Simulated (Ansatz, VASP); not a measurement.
Two plane-wave programs on Na4MgAlP3O12

```
CELL_PARAMETERS angstrom
4.40570 2.54363 7.18145
-4.40570 2.54363 7.18145
0.00000 -5.08727 7.18145
ATOMIC_POSITIONS crystal
Na 0.88619 0.61770 0.24363
Na 0.61770 0.24363 0.88619
Na 0.24363 0.88619 0.61770
Na 0.38619 0.74363 0.11770
Na 0.74363 0.11770 0.38619
Na 0.11770 0.38619 0.74363
Na 0.49843 0.49843 0.49843
Na 0.99843 0.99843 0.99843
Mg 0.35064 0.35064 0.35064
Mg 0.85064 0.85064 0.85064
Al 0.65020 0.65020 0.65020
Al 0.15020 0.15020 0.15020
P 0.54092 0.95566 0.25512
P 0.95566 0.25512 0.54092
P 0.25512 0.54092 0.95566
P 0.04092 0.75512 0.45566
P 0.75512 0.45566 0.04092
P 0.45566 0.04092 0.75512
O 0.52074 0.12605 0.27736
O 0.12605 0.27736 0.52074
O 0.27736 0.52074 0.12605
O 0.02074 0.77736 0.62605
O 0.77736 0.62605 0.02074
O 0.62605 0.02074 0.77736
O 0.48486 0.86219 0.73032
O 0.86219 0.73032 0.48486
O 0.73032 0.48486 0.86219
O 0.98486 0.23032 0.36219
O 0.23032 0.36219 0.98486
O 0.36219 0.98486 0.23032
O 0.42539 0.21973 0.58721
O 0.21973 0.58721 0.42539
O 0.58721 0.42539 0.21973
O 0.92539 0.08721 0.71973
O 0.08721 0.71973 0.92539
O 0.71973 0.92539 0.08721
O 0.56102 0.77575 0.43087
O 0.77575 0.43087 0.56102
O 0.43087 0.56102 0.77575
O 0.06102 0.93087 0.27575
O 0.93087 0.27575 0.06102
O 0.27575 0.06102 0.93087
```

Alike in both runs: task electric field gradients; functional r2SCAN; k mesh 3 × 3 × 3; occupations fermi-dirac, width 0.02 eV; no spin polarisation.

|  | VASP | Ansatz |
| --- | --- | --- |
| version | VASP 6.6.1 | Ansatz 0.2.0 |
| potentials or method | VASP PAW PBE potentials, release 64 (Na_pv, Mg, Al, P, O) | plane-wave PAW, scalar-relativistic |
| plane-wave cutoff (eV) | 520 | 500 |
| valence electrons in the cell | 240 | 272 |

Ansatz gave:

```
gap on the k mesh at the Fermi level (eV)                     : 5.28
pressure (GPa)                                                : -4.5
traceless stress, the component that is largest in VASP (GPa) : 0.50
rms of the force components (eV/Å)                            : 0.223
size of Vzz on the site where it differs most (V/Å²)          : 18.6
```

Which values does VASP return?

gap on the k mesh at the Fermi level (eV): 5.29; pressure (GPa): -5.5; traceless stress, the component that is largest in VASP (GPa): 0.49; rms of the force components (eV/Å): 0.257; size of Vzz on the site where it differs most (V/Å²): 21.1.

VASP's potentials were made for PBE, not for r2SCAN. Atom by atom the forces differ by 0.039 eV/Å (rms over components). With one functional, cell and mesh, what is left measures potentials, basis and numerics. VASP's potentials hold 240 valence electrons a cell and Ansatz's 272, so a difference there can come from the potentials and not from the codes.
